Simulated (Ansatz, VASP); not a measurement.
## Zr: VASP beside Ansatz

File INCAR:

```
SYSTEM = Zr
ALGO = Normal ; EDIFF = 1E-8
ENCUT = 520 ; GGA = PE
ISIF = 2 ; ISMEAR = -1
LASPH = .True. ; LCHARG = .False.
LEFG = .True. ; LREAL = .False.
LWAVE = .False. ; NBANDS = 12
NELM = 80 ; PREC = Accurate
SIGMA = 0.05
```

File KPOINTS:

```
k-points
0
Gamma
  16 16 16
  0 0 0
```

Contents of POSCAR:

```
Zr
1.0
   -1.7571350072      1.7571350072      1.7571350072
    1.7571350072     -1.7571350072      1.7571350072
    1.7571350072      1.7571350072     -1.7571350072
Zr
1
Direct
    0.0000000000      0.0000000000      0.0000000000
```

Input for Ansatz:

```yaml
crystal:
  lattice:
    - [-1.7571350072, 1.7571350072, 1.7571350072]
    - [1.7571350072, -1.7571350072, 1.7571350072]
    - [1.7571350072, 1.7571350072, -1.7571350072]
  atoms:
    - { symbol: Zr, position: [0.0, 0.0, 0.0] }
kpoints:
  mp_grid: { grid: [16, 16, 16] }
scf:
  occupations: { method: fermi_dirac, width: 0.05 }
hamiltonian:
  xc: pbe
  pseudopotentials: { kind: all_electron, datasets: crystal }
output:
  forces: true
  stress: true
  eigenvalues: true
  efg: { contact_densities: true }
```

Change from the starting cell: volume scaled by 0.95, crystal datasets.

Alike in both runs: task electric field gradients; functional PBE; k mesh 16 × 16 × 16; occupations fermi-dirac, width 0.05 eV; no spin polarisation.

```csv
,VASP,Ansatz
version,VASP 6.6.1,Ansatz 0.2.0
potentials or method,"VASP PAW PBE potentials, release 64 (Zr_sv), cutoff 520 eV","all-electron PAW with datasets made for the crystal, scalar-relativistic"
```

|  | VASP | Ansatz | Ansatz less VASP |
| --- | --- | --- | --- |
| pressure (GPa) | 4.9 | 4.9 | -0.01 |

Ansatz ran all-electron here, and VASP with PAW potentials.
